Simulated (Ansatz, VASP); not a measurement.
# Al in VASP and in Ansatz

Contents of INCAR:

```
SYSTEM = Al
PREC = Accurate
ENCUT = 520
EDIFF = 1E-7
ISMEAR = -1
SIGMA = 0.05
LREAL = .False.
LASPH = .True.
NELM = 60
ALGO = Normal
ISIF = 2
LWAVE = .False.
LCHARG = .False.
GGA = PS
NBANDS = 8
```

KPOINTS

```
regular mesh
0
Gamma
  14 14 14
  0 0 0
```

The input POSCAR:

```
Al
1.0
    0.0000000000      2.0307042354      2.0307042354
    2.0307042354      0.0000000000      2.0307042354
    2.0307042354      2.0307042354      0.0000000000
Al
1
Direct
    0.0000000000      0.0000000000      0.0000000000
```

Input for Ansatz:

```yaml
crystal:
  lattice:
    - [0.0, 2.0307042354, 2.0307042354]
    - [2.0307042354, 0.0, 2.0307042354]
    - [2.0307042354, 2.0307042354, 0.0]
  atoms:
    - { symbol: Al, position: [0.0, 0.0, 0.0] }
kpoints:
  mp_grid: { grid: [14, 14, 14] }
  band_path:
    path:
      - [0.0, 0.0, 0.0]
      - [0.5, 0.0, 0.5]
      - [0.625, 0.25, 0.625]
      - [0.375, 0.375, 0.75]
      - [0.0, 0.0, 0.0]
      - [0.5, 0.5, 0.5]
      - [0.5, 0.25, 0.75]
      - [0.5, 0.0, 0.5]
    npoints: 5
scf:
  occupations: { method: fermi_dirac, width: 0.05 }
hamiltonian:
  xc: pbesol
  pseudopotentials: { kind: all_electron, lapw: { basis_error: 0.001 } }
output:
  forces: true
  stress: true
  eigenvalues: true
```

Change from the starting cell: volume scaled by 1.01.

Alike in both runs: task single point; functional PBEsol; k mesh 14 × 14 × 14; occupations fermi-dirac, width 0.05 eV; no spin polarisation.

```csv
,VASP,Ansatz
version,VASP 6.6.1,Ansatz 0.2.0
potentials or method,"VASP PAW PBE potentials, release 64 (Al), cutoff 520 eV","all-electron LAPW, scalar-relativistic"
```

```csv
,VASP,Ansatz,Ansatz less VASP
pressure (GPa),-2.8,-2.8,-0.04
```

VASP's potentials were made for PBE, not for PBEsol. Ansatz ran all-electron here, and VASP with PAW potentials.
